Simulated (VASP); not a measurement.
Wanted: the native input for a VASP 6.6.1 run.

```yaml
Task: single point
Functional: RPBE
Potentials_or_basis: VASP PAW PBE potentials, release 64 (Cs_sv, Ba_sv)
Cutoff: 500 eV
k_mesh: 4 × 4 × 4
Occupations: fermi-dirac, width 0.15 eV
Spin: no spin polarisation
Dipole_correction: no
Further_INCAR_settings: ALGO = Normal; EDIFF = 1e-06; NBANDS = 28
```

The structure of CsBa3 lies in POSCAR:

```
CsBa3
1.0
    6.6043710000      0.0000000000      0.0000000000
    0.0000000000      6.6043710000      0.0000000000
    0.0000000000      0.0000000000      6.6043710000
Cs Ba
1 3
Direct
    0.0000000000      0.0000000000      0.0000000000
    0.0000000000      0.5000000000      0.5000000000
    0.5000000000      0.0000000000      0.5000000000
    0.5000000000      0.5000000000      0.0000000000
```

One way to write it, as run:

INCAR

```
SYSTEM = CsBa3
PREC = Accurate
ENCUT = 500
EDIFF = 1E-6
ISMEAR = -1
SIGMA = 0.15
LREAL = .False.
LASPH = .True.
NELM = 120
ALGO = Normal
ISIF = 2
LWAVE = .False.
LCHARG = .False.
GGA = RP
NBANDS = 28
GGA_COMPAT = .False.
```

KPOINTS

```
Automatic mesh
0
Gamma
  4 4 4
  0 0 0
```

Potentials or basis: VASP PAW PBE potentials, release 64 (Cs_sv, Ba_sv).

Launch:

```bash
$ cat potpaw_PBE.64/Cs_sv/POTCAR potpaw_PBE.64/Ba_sv/POTCAR > POTCAR
$ mpirun -np 1 vasp_std > vasp.out
```

Results of the run:

```json
{"Pressure": "0.6 GPa", "Band gap on the k mesh": "zero (an odd number of electrons rules out a gap without spin polarisation)"}
```

Caveat: the PAW data sets were made with another functional, which shifts forces and pressure a little; spin-orbit coupling is left out, which moves the levels of the heavy elements.

Wall time 68 s on 1 thread of Intel(R) Xeon(R) Platinum 8259CL CPU @ 2.50GHz (Skylake/Cascade Lake), on a shared host, peak memory 0.35 GiB.
